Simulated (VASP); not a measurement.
Wanted: the native input for a VASP 6.6.1 run.

- Task: single point
- Functional: PBE
- Potentials or basis: VASP PAW PBE potentials, release 64 (Zn, Ga_d, N)
- Cutoff: 520 eV
- k mesh: 6 × 6 × 6
- Occupations: gaussian, width 0.1 eV
- Spin: no spin polarisation
- Dipole correction: no
- Further INCAR settings: ALGO = Normal; EDIFF = 1e-06; NBANDS = 42

The structure of Zn3Ga2N lies in POSCAR:

```
Zn3Ga2N
1.0
    2.5787400700      1.4888362700      3.7700147200
   -2.5787400700      1.4888362700      3.7700147200
    0.0000000000     -2.9776725400      3.7700147200
Zn Ga N
3 2 1
Direct
    0.5000000000      0.0000000000      0.0000000000
    0.0000000000      0.5000000000      0.0000000000
    0.0000000000      0.0000000000      0.5000000000
    0.3711514800      0.3711514800      0.3711514800
    0.6288485200      0.6288485200      0.6288485200
    0.0000000000      0.0000000000      0.0000000000
```

One way to write it, as run:

INCAR

```
SYSTEM = Zn3Ga2N
PREC     = Accurate       ! precision mode
ENCUT    = 520            ! plane-wave cutoff, eV
EDIFF    = 1E-6           ! SCF threshold, eV
ISMEAR   = 0              ! smearing method
SIGMA    = 0.1            ! smearing width, eV
LREAL    = .FALSE.        ! projectors in reciprocal space
LASPH    = .TRUE.         ! aspherical terms in the spheres
NELM     = 60             ! most SCF steps
ALGO     = Normal         ! electronic algorithm
ISIF     = 2              ! what is computed and relaxed
LWAVE    = .FALSE.        ! write WAVECAR
LCHARG   = .FALSE.        ! write CHGCAR
GGA      = PE             ! functional
NBANDS   = 42             ! bands
```

KPOINTS

```
Automatic mesh
0
G
  6 6 6
  0 0 0
```

Potentials or basis: VASP PAW PBE potentials, release 64 (Zn, Ga_d, N).

Launch:

```console
$ cat potpaw_PBE.64/Zn/POTCAR potpaw_PBE.64/Ga_d/POTCAR potpaw_PBE.64/N/POTCAR > POTCAR
$ mpirun -np 1 vasp_std > vasp.out
```

It gave:

* Pressure: 1.9 GPa
* Largest force: 0.429 eV/Å

Run time: 4 min on 1 thread of AMD EPYC 7R13, on a shared host, peak memory 0.23 GiB.
